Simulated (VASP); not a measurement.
# Mg2C3 (C2/m) in VASP: notebook

Runs on Mg2C3. Level: r2SCAN. Tasks: single point.

All numbers are computed with VASP 6.6.1; they aren't measurements. Logs are shortened: lines on timing, memory, paths and dates and some standing lists are left out, and cuts for length are marked.

### 1 The cell of the first run

The structure is monoclinic, space group C2/m (No. 12). Conventional cell: a = 4.774 Å, b = 4.679 Å, c = 5.011 Å, α = 90.00°, β = 104.31°, γ = 90.00°. Within 3.5 Å of Mg (site symmetry m) lie 11 C at 2.23 to 3.44 Å and 9 Mg at 3.02 to 3.34 Å. Within 1.8 Å of C (site symmetry m) lie 1 C at 1.32 Å. C (site symmetry 2/m) has 2 C at 1.32 Å within 1.8 Å.

### 2 Single point, r2SCAN

POSCAR

```
Mg2C3
1.0
    2.3870223790     -2.3394118729     -0.0063441741
    2.3870223790      2.3394118729     -0.0063441741
   -1.2253611782      0.0000000000      4.8584158892
Mg C
2 3
Direct
    0.8082382625      0.8082382625      0.1984312469
    0.1917617375      0.1917617375      0.8015687531
    0.3041690745      0.3041690745      0.2614645499
    0.6958309255      0.6958309255      0.7385354501
    0.5000000000      0.5000000000      0.5000000000
```

INCAR.step1

```
SYSTEM = Mg2C3
PREC = Accurate
ENCUT = 750
ISMEAR = 0
SIGMA = 0.05
LREAL = .False.
LASPH = .True.
NELM = 120
NBANDS = 24
GGA = PE
ALGO = Normal
EDIFF = 1E-5
LWAVE = .True.
LCHARG = .False.
GGA_COMPAT = .False.
```

INCAR.step2

```
SYSTEM = Mg2C3
PREC = Accurate
ENCUT = 750
EDIFF = 1E-6
ISMEAR = 0
SIGMA = 0.05
LREAL = .False.
LASPH = .True.
NELM = 120
ALGO = Normal
ISIF = 2
LWAVE = .False.
LCHARG = .False.
METAGGA = R2SCAN
LMIXTAU = .True.
NBANDS = 24
ISTART = 1
GGA_COMPAT = .False.
```

KPOINTS

```
regular mesh
0
Gamma
  8 8 6
  0 0 0
```

Potentials or basis: VASP PAW PBE potentials, release 64 (Mg_sv, C).

On the command line:

```console
cat potpaw_PBE.64/Mg_sv/POTCAR potpaw_PBE.64/C/POTCAR > POTCAR
cp INCAR.step1 INCAR
mpirun -np 1 vasp_std > vasp.out
cp INCAR.step2 INCAR
mpirun -np 1 vasp_std > vasp.out
```

OUTCAR:

```text
SYSTEM = Mg2C3
   PREC = Accurate
   ENCUT = 750
   EDIFF = 1E-6
   ISMEAR = 0
   LREAL = .False.
   LASPH = .True.
   NELM = 120
   ISIF = 2
   METAGGA = R2SCAN
   ISTART = 1

 ion  position               nearest neighbor table
   1  0.808  0.808  0.198-
   2  0.192  0.192  0.802-
   3  0.304  0.304  0.261-   5 1.32
   4  0.696  0.696  0.739-   5 1.32
   5  0.500  0.500  0.500-   3 1.32   4 1.32

  LATTYP: Found a base centered monoclinic cell.
 ALAT       =     4.7740616194
 B/A-ratio  =     0.9800509752
 C/A-ratio  =     1.0495382641
 COS(beta)  =    -0.2471319189

  Lattice vectors:

 A1 = (   2.3870223790,  -2.3394118729,  -0.0063441741)
 A2 = (   2.3870223790,   2.3394118729,  -0.0063441741)
 A3 = (  -1.2253611782,   0.0000000000,   4.8584158892)

Analysis of symmetry for initial positions (statically):
=====================================================================
 Subroutine PRICEL returns:
 Original cell was already a primitive cell.

 Routine SETGRP: Setting up the symmetry group for a
 base centered monoclinic supercell.

 Subroutine GETGRP returns: Found  4 space group operations
 (whereof  4 operations were pure point group operations)
 out of a pool of  4 trial point group operations.

The static configuration has the point symmetry C_2h.

Analysis of symmetry for dynamics (positions and initial velocities):
=====================================================================
 Subroutine PRICEL returns:
 Original cell was already a primitive cell.

 Routine SETGRP: Setting up the symmetry group for a
 base centered monoclinic supercell.

 Subroutine GETGRP returns: Found  4 space group operations
 (whereof  4 operations were pure point group operations)
 out of a pool of  4 trial point group operations.

The dynamic configuration has the point symmetry C_2h.

 Subroutine INISYM returns: Found  4 space group operations
 (whereof  4 operations are pure point group operations),
 and found     1 'primitive' translations

----------------------------------------------------------------------------------------

                                     Primitive cell

  volume of cell :      54.2246

  direct lattice vectors                    reciprocal lattice vectors
     2.387022379 -2.339411873 -0.006344174     0.209606493 -0.213728932  0.052865721
     2.387022379  2.339411873 -0.006344174     0.209606493  0.213728932  0.052865721
    -1.225361178  0.000000000  4.858415889     0.000547413  0.000000000  0.205966472

  length of vectors
     3.342269289  3.342269289  5.010560345     0.303989675  0.303989675  0.205967199

  position of ions in fractional coordinates (direct lattice)
     0.808238262  0.808238262  0.198431247
     0.191761738  0.191761738  0.801568753
     0.304169075  0.304169075  0.261464550
     0.695830925  0.695830925  0.738535450
     0.500000000  0.500000000  0.500000000

  ion indices of the primitive-cell ions
   primitive index   ion index
                 1           1
                 2           2
                 3           3
                 4           4
                 5           5

----------------------------------------------------------------------------------------

 KPOINTS: regular mesh

Automatic generation of k-mesh.
 Grid dimensions read from file:
 generate k-points for:    8    8    6

 Generating k-lattice:

  Cartesian coordinates                     Fractional coordinates (reciprocal lattice)
     0.026200812 -0.026716116  0.006608215     0.125000000  0.000000000  0.000000000
     0.026200812  0.026716116  0.006608215     0.000000000  0.125000000  0.000000000
     0.000091236  0.000000000  0.034327745    -0.000000000 -0.000000000  0.166666667

  Length of vectors
     0.037998709  0.037998709  0.034327867

  Shift w.r.t. Gamma in fractional coordinates (k-lattice)
     0.000000000  0.000000000  0.000000000

 Subroutine IBZKPT returns following result:
 ===========================================

 Found    114 irreducible k-points:

 Following reciprocal coordinates:
            Coordinates               Weight
  0.000000  0.000000  0.000000      1.000000
  0.125000  0.000000 -0.000000      4.000000
  0.250000  0.000000 -0.000000      4.000000
  0.375000 -0.000000 -0.000000      4.000000
  0.500000  0.000000 -0.000000      2.000000
  0.125000  0.125000  0.000000      2.000000
[... 16 lines left out ...]
  0.125000  0.000000  0.166667      4.000000
  0.250000  0.000000  0.166667      4.000000
 [... further k-points ...]
   k-points           NKPTS =    114   k-points in BZ     NKDIM =    114   number of bands    NBANDS=     24
   number of dos      NEDOS =    301   number of ions     NIONS =      5
   total plane-waves  NPLWV =  43200
   dimension x,y,z NGX =    30 NGY =   30 NGZ =   48
   dimension x,y,z NGXF=    60 NGYF=   60 NGZF=   96
   ions per type =               2   3
   NGX,Y,Z   is equivalent  to a cutoff of  14.92, 14.92, 15.93 a.u.
   NGXF,Y,Z  is equivalent  to a cutoff of  29.84, 29.84, 31.85 a.u.
 SYSTEM =  Mg2C3
   PREC   = accura    normal or accurate (medium, high low for compatibility)
   ISTART =      1    job   : 0-new  1-cont  2-samecut
   ICHARG =      0    charge: 1-file 2-atom 10-const
   ISPIN  =      1    spin polarized calculation?
   LNONCOLLINEAR =      F non collinear calculations
   LSORBIT =      F    spin-orbit coupling
   LASPH  =      T    aspherical Exc in radial PAW
   ENCUT  =  750.0 eV  55.12 Ry    7.42 a.u.   7.46  7.46 11.19*2*pi/ulx,y,z
   NELM   =    120;   NELMIN=  2; NELMDL=  0     # of ELM steps
   EDIFF  = 0.1E-05   stopping-criterion for ELM
   LREAL  =      F    real-space projection
   EDIFFG = 0.1E-04   stopping-criterion for IOM
   NSW    =      0    number of steps for IOM
   IBRION =     -1    ionic relax: 0-MD 1-quasi-New 2-CG
   NFREE  =      0    steps in history (QN), initial steepest desc. (CG)
   ISIF   =      2    stress and relaxation
   ISYM   =      2    0-nonsym 1-usesym 2-fastsym
   POTIM  = 0.5000    time-step for ionic-motion
   TEBEG  =    0.0;   TEEND  =   0.0 temperature during run
   PSTRESS=    0.0 pullay stress
   NELECT =      32.0000    total number of electrons
   NUPDOWN=      -1.0000    fix difference up-down
   EMIN   =  10.00;   EMAX   =-10.00  energy-range for DOS
   EFERMI =   0.00;   METHOD = LEGACY
   ISMEAR =     0;   SIGMA  =   0.05  broadening in eV -4-tet -1-fermi 0-gaus
   EFERMI_NEDOS =   21; number of points for ismear=-14 and -15
   IALGO  =     38    algorithm
   IMIX   =      4    mixing-type and parameters
     AMIX     =   0.40;   BMIX     =  1.00
     AMIX_MAG =   1.60;   BMIX_MAG =  1.00
  volume/ion in A,a.u.               =      10.84        73.19
  Fermi-wavevector in a.u.,A,eV,Ry     =   1.373175  2.594925 25.655282  1.885610
  Thomas-Fermi vector in A             =   2.498716
   LORBIT       =      0    0 simple, 1 ext, 2 COOP (PROOUT), +10 PAW based schemes
   METAGGA = R2SCAN    functional components
   LHFCALC =     F    Hartree Fock is set to
   AEXX    =    0.0000 exact exchange contribution
   IVDW    =     0    specifies the selected vdW correction
   LEPSILON=     F    determine dielectric tensor
   LRPA    =     F    only Hartree local field effects (RPA)
 non-spin polarized calculation
 Gauss-broadening in eV      SIGMA  =   0.05
  energy-cutoff  :      750.00
  volume of cell :       54.22
 maximum number of plane-waves:      2556
 NGX is ok and might be reduce to    30
   NGX = 15   NGY = 15   NGZ = 23

 number of electron      31.9999974 magnetization

 Free energy of the ion-electron system (eV)
  ---------------------------------------------------
  ext. energy  EPLUGINS =         0.00000000
  ---------------------------------------------------
  free energy    TOTEN  =       -37.69241215 eV

  energy without entropy =      -37.69241215  energy(sigma->0) =      -37.69241215

 E-fermi :   4.9671     XC(G=0): -11.2641

 val. band max:        4.5128537644   @ k =   0.0000   0.0000   0.5000
 cond. band min:       6.3845498149   @ k =   0.5000   0.5000   0.0000
 fundamental gap:      1.8716960506
 Fermi energy:         4.9670688552

 k-point     1 :       0.0000    0.0000    0.0000
  band No.  band energies     occupation
      1     -73.7954      2.00000
      2     -73.7912      2.00000
      3     -38.9569      2.00000
      4     -38.9291      2.00000
      5     -38.9096      2.00000
      6     -38.8960      2.00000
[... 16 lines left out ...]
     23      14.4603      0.00000
     24      15.7540      0.00000

 k-point     2 :       0.1250    0.0000   -0.0000
  band No.  band energies     occupation
      1     -73.7952      2.00000
      2     -73.7913      2.00000
      3     -38.9561      2.00000
      4     -38.9301      2.00000
      5     -38.9097      2.00000
      6     -38.8974      2.00000
[... 16 lines left out ...]
     23      14.1704      0.00000
     24      15.7449      0.00000

 k-point     3 :       0.2500    0.0000   -0.0000
  band No.  band energies     occupation
      1     -73.7946      2.00000
      2     -73.7915      2.00000
      3     -38.9543      2.00000
      4     -38.9327      2.00000
      5     -38.9100      2.00000
      6     -38.9007      2.00000
[... 16 lines left out ...]
     23      14.0291      0.00000
     24      15.7528      0.00000

 k-point     4 :       0.3750   -0.0000   -0.0000
  band No.  band energies     occupation
      1     -73.7937      2.00000
      2     -73.7919      2.00000
      3     -38.9524      2.00000
      4     -38.9354      2.00000
      5     -38.9102      2.00000
      6     -38.9045      2.00000
[... 16 lines left out ...]
     23      14.1959      0.00000
     24      15.4311      0.00000

 k-point     5 :       0.5000    0.0000   -0.0000
  band No.  band energies     occupation
      1     -73.7932      2.00000
      2     -73.7923      2.00000
      3     -38.9516      2.00000
      4     -38.9365      2.00000
      5     -38.9100      2.00000
      6     -38.9065      2.00000
[... 16 lines left out ...]
     23      14.3459      0.00000
     24      15.0077      0.00000

 k-point     6 :       0.1250    0.1250    0.0000
  band No.  band energies     occupation
      1     -73.7950      2.00000
      2     -73.7914      2.00000
      3     -38.9554      2.00000
      4     -38.9308      2.00000
      5     -38.9084      2.00000
      6     -38.8995      2.00000
[... 16 lines left out ...]
     23      13.5009      0.00000
     24      15.7391      0.00000
[... 379 lines left out ...]
 k-point    21 :       0.5000    0.5000    0.0000
  band No.  band energies     occupation
      1     -73.7924      2.00000
      2     -73.7921      2.00000
      3     -38.9450      2.00000
      4     -38.9381      2.00000
      5     -38.9209      2.00000
      6     -38.9032      2.00000
[... 16 lines left out ...]
     23      16.4639      0.00000
     24      17.8111      0.00000

 k-point    22 :       0.0000    0.0000    0.1667
  band No.  band energies     occupation
      1     -73.7953      2.00000
      2     -73.7913      2.00000
      3     -38.9553      2.00000
      4     -38.9308      2.00000
      5     -38.9090      2.00000
      6     -38.8965      2.00000
[... 16 lines left out ...]
     23      14.0191      0.00000
     24      16.0201      0.00000

 k-point    23 :       0.1250    0.0000    0.1667
  band No.  band energies     occupation
      1     -73.7950      2.00000
      2     -73.7914      2.00000
      3     -38.9540      2.00000
      4     -38.9319      2.00000
      5     -38.9092      2.00000
      6     -38.8983      2.00000
[... 16 lines left out ...]
     23      14.1061      0.00000
     24      16.1611      0.00000

 k-point    24 :       0.2500    0.0000    0.1667
  band No.  band energies     occupation
      1     -73.7943      2.00000
      2     -73.7917      2.00000
      3     -38.9522      2.00000
      4     -38.9345      2.00000
      5     -38.9094      2.00000
      6     -38.9016      2.00000
[... 16 lines left out ...]
     23      14.7277      0.00000
     24      15.5916      0.00000

 [... further k-points ...]

------------------------ aborting loop because EDIFF is reached ----------------------------------------

  FORCE on cell =-STRESS in cart. coord.  units (eV):
  Direction    XX          YY          ZZ          XY          YZ          ZX
  --------------------------------------------------------------------------------------
  -------------------------------------------------------------------------------------
  Total       -0.1049892     -0.1818604     -0.0201876      0.0000000      0.0000000      0.0949733
  in kB       -3.1021188     -5.3734354     -0.5964827      0.0000000      0.0000000      2.8061782
  external PRESSURE =      -3.0240123 kB  Pullay stress =       0.0000000 kB

 VOLUME and BASIS-vectors are now :
 -----------------------------------------------------------------------------
  energy-cutoff  :      750.00
  volume of cell :       54.22
      direct lattice vectors                 reciprocal lattice vectors
     2.387022379 -2.339411873 -0.006344174     0.209606493 -0.213728932  0.052865721
     2.387022379  2.339411873 -0.006344174     0.209606493  0.213728932  0.052865721
    -1.225361178  0.000000000  4.858415889     0.000547413  0.000000000  0.205966472

 POSITION                                       TOTAL-FORCE (eV/Angst)
 -----------------------------------------------------------------------------------
      3.61542      0.00000      0.95381        -0.000341      0.000000     -0.043294
     -0.06673      0.00000      3.89192         0.000341      0.000000      0.043294
      1.13173      0.00000      1.26644        -0.026275      0.000000     -0.051477
      2.41696      0.00000      3.57928         0.026275      0.000000      0.051477
      1.77434      0.00000      2.42286        -0.000000      0.000000      0.000000
 -----------------------------------------------------------------------------------
    total drift:                                0.000000     -0.000000     -0.000000

  FREE ENERGIE OF THE ION-ELECTRON SYSTEM (eV)
  ---------------------------------------------------
  free  energy   TOTEN  =       -37.6924121502 eV

  energy  without entropy=      -37.6924121502  energy(sigma->0) =      -37.69241215
```

Run time: 6.3 min. Hardware: 1 thread of AMD EPYC 9R45 (Zen 5), shared host; peak memory 0.31 GiB.

What came out:

```
Free energy            : -37.6924 eV
Pressure               : -0.3 GPa
Largest force          : 0.058 eV/Å
Band gap on the k mesh : 1.87 eV (least direct gap 2.65 eV)
```

Forces in eV/Å, atoms in the order of the input:
```
Mg   0.000  0.000 -0.043
Mg   0.000  0.000  0.043
C   -0.026  0.000 -0.051
C    0.026  0.000  0.051
C    0.000  0.000  0.000
```

Levels at points of the mesh, in eV from the valence-band top:
| k point | band 12 | band 13 | band 14 | band 15 | band 16 | band 17 | band 18 | band 19 | band 20 | band 21 |
| --- | --- | --- | --- | --- | --- | --- | --- | --- | --- | --- |
| (0.00, 0.00, 0.00) | -4.38 | -3.65 | -3.32 | -1.52 | -0.76 | 3.84 | 3.96 | 4.55 | 8.09 | 8.20 |
| (0.50, 0.00, 0.00) | -5.68 | -5.07 | -3.51 | -3.32 | -0.20 | 3.37 | 4.86 | 6.86 | 7.29 | 8.61 |
| (0.50, 0.50, 0.00) | -6.19 | -5.83 | -4.08 | -2.65 | -1.36 | 1.87 | 2.52 | 3.51 | 6.12 | 10.40 |
| (0.00, 0.00, 0.50) | -4.82 | -4.15 | -3.84 | -0.93 | 0.00 | 3.42 | 3.78 | 4.50 | 6.29 | 8.04 |
| (0.50, 0.00, 0.50) | -6.84 | -4.39 | -3.48 | -1.51 | -0.28 | 2.37 | 4.25 | 6.33 | 7.18 | 7.82 |
| (0.50, 0.50, 0.50) | -6.24 | -5.62 | -4.27 | -3.15 | -2.10 | 2.21 | 3.86 | 5.80 | 7.34 | 8.26 |

Caveat: the PAW data sets were made with another functional, which shifts forces and pressure a little. r2SCAN opens gaps a little over a GGA but as a rule still falls short of measured ones.

### 3 Single point, r2SCAN

POSCAR is that of step 2.

INCAR.step1, as its differences from that of step 2:

```diff
@@ -2,3 +2,3 @@
 PREC = Accurate
-ENCUT = 750
+ENCUT = 660
 ISMEAR = 0
```

INCAR.step2, as its differences from that of step 2:

```diff
@@ -2,3 +2,3 @@
 PREC = Accurate
-ENCUT = 750
+ENCUT = 660
 EDIFF = 1E-6
```

KPOINTS is that of step 2.

Potentials or basis: VASP PAW PBE potentials, release 64 (Mg_sv, C).

On the command line:

```console
cat potpaw_PBE.64/Mg_sv/POTCAR potpaw_PBE.64/C/POTCAR > POTCAR
cp INCAR.step1 INCAR
mpirun -np 1 vasp_std > vasp.out
cp INCAR.step2 INCAR
mpirun -np 1 vasp_std > vasp.out
```

Run time: 8.3 min. Hardware: 1 thread of Intel Xeon Platinum 8259CL at 2.50GHz (Skylake/Cascade Lake), shared host; peak memory 0.3 GiB.

The run converged. Its results:

* Free energy: -37.7057 eV
* Pressure: -0.3 GPa
* Largest force: 0.068 eV/Å
* Band gap on the k mesh: 1.87 eV (least direct gap 2.66 eV)

Forces in eV/Å, atoms in the order of the input:
```
Mg  -0.040  0.000 -0.008
Mg   0.040  0.000  0.008
C   -0.031  0.000 -0.060
C    0.031  0.000  0.060
C    0.000  0.000  0.000
```

Stress tensor (GPa, compression positive):
```
-0.31  0.00  0.17
 0.00 -0.49  0.00
 0.17  0.00  0.00
```

Levels at points of the mesh, in eV from the valence-band top:
```csv
k point,band 13,band 14,band 15,band 16,band 17,band 18,band 19,band 20
"(0.00, 0.00, 0.00)",-3.65,-3.32,-1.52,-0.76,3.84,3.96,4.55,8.09
"(0.50, 0.00, 0.00)",-5.07,-3.51,-3.32,-0.20,3.37,4.85,6.86,7.29
"(0.50, 0.50, 0.00)",-5.83,-4.08,-2.65,-1.37,1.87,2.53,3.52,6.12
"(0.00, 0.00, 0.50)",-4.15,-3.84,-0.93,0.00,3.42,3.78,4.50,6.29
"(0.50, 0.00, 0.50)",-4.39,-3.48,-1.51,-0.28,2.37,4.25,6.33,7.19
"(0.50, 0.50, 0.50)",-5.62,-4.27,-3.15,-2.10,2.21,3.87,5.80,7.35
```

Caveat: the PAW data sets were made with another functional, which shifts forces and pressure a little. r2SCAN opens gaps a little over a GGA but as a rule still falls short of measured ones.

[end of part 1 of 2]
